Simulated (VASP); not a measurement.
Write the native input for VASP 6.6.1 that does the following.

```
Task                   : single point
Functional             : PBE
Potentials or basis    : VASP PAW PBE potentials, release 64 (Br)
Cutoff                 : 520 eV
k mesh                 : 16 × 16 × 16
Occupations            : fermi-dirac, width 0.08 eV
Spin                   : no spin polarisation
Dipole correction      : no
Further INCAR settings : ALGO = Normal; EDIFF = 1e-06; NBANDS = 10
```

The structure of Br lies in POSCAR:

```
Br
1.0
   -1.3896060500      1.3896060500      1.3896060500
    1.3896060500     -1.3896060500      1.3896060500
    1.3896060500      1.3896060500     -1.3896060500
Br
1
Direct
    0.0000000000      0.0000000000      0.0000000000
```

This cell differs from its parent crystal: volume scaled by 0.4.

These files were run (other wordings do the same):

INCAR

```
PREC = Accurate
ENCUT = 520
EDIFF = 1E-6
ISMEAR = -1
SIGMA = 0.08
LREAL = False
LASPH = True
NELM = 100
ALGO = Normal
ISIF = 2
LWAVE = False
LCHARG = False
GGA = PE
NBANDS = 10
```

KPOINTS

```
regular mesh
0
Gamma
  16 16 16
```

Potentials or basis: VASP PAW PBE potentials, release 64 (Br).

Launch:

```bash
$ cat potpaw_PBE.64/Br/POTCAR > POTCAR
$ mpirun -np 1 vasp_std > vasp.out
```

It gave:

```yaml
Pressure: 242.0 GPa
```

Caveat: an odd number of electrons without spin polarisation forces a metal; a magnetic or distorted state may lie lower.

It took 9.5 s on 1 thread of AMD EPYC 7R43 64-Core Processor (Zen 3) (shared host), peak memory 0.09 GiB.
